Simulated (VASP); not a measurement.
A run of VASP 6.6.1 is set up as follows.

Contents of INCAR:

```
SYSTEM = ZrB
PREC     = Accurate       ! precision mode
ENCUT    = 500            ! plane-wave cutoff, eV
EDIFF    = 1E-8           ! SCF threshold, eV
ISMEAR   = -1             ! smearing method
SIGMA    = 0.05           ! smearing width, eV
LREAL    = .False.        ! projectors in reciprocal space
LASPH    = .True.         ! aspherical terms in the spheres
NELM     = 120            ! most SCF steps
ALGO     = Normal         ! electronic algorithm
ISIF     = 2              ! what is computed and relaxed
LWAVE    = .False.        ! write WAVECAR
LCHARG   = .True.         ! write CHGCAR
GGA      = PS             ! functional
IBRION   = 8              ! ionic algorithm
NSW      = 1              ! ionic steps
GGA_COMPAT= .False.
```

The input KPOINTS:

```
regular mesh
0
Gamma
  7 7 7
  0 0 0
```

Contents of POSCAR:

```
ZrB
1.0
    0.0000000000      2.3250000000      2.3250000000
    2.3250000000      0.0000000000      2.3250000000
    2.3250000000      2.3250000000      0.0000000000
Zr B
1 1
Direct
    0.0000000000      0.0000000000      0.0000000000
    0.5000000000      0.5000000000      0.5000000000
```

Potentials or basis: VASP PAW PBE potentials, release 64 (Zr_sv, B).

The run is started by

```bash
$ cat potpaw_PBE.64/Zr_sv/POTCAR potpaw_PBE.64/B/POTCAR > POTCAR
$ mpirun -np 1 vasp_std > vasp.out
```

Question: What does it give for the highest phonon frequency at Γ, LO-TO splitting left out?

Answer: 517 cm⁻¹.

Phonon frequencies in cm⁻¹ (negative: imaginary):
| q point | frequencies |
| --- | --- |
| (0.000, 0.000, 0.000) | 0 0 0 517 517 517 |

Caveat: the cell wasn't relaxed at this level first, which shifts response properties.
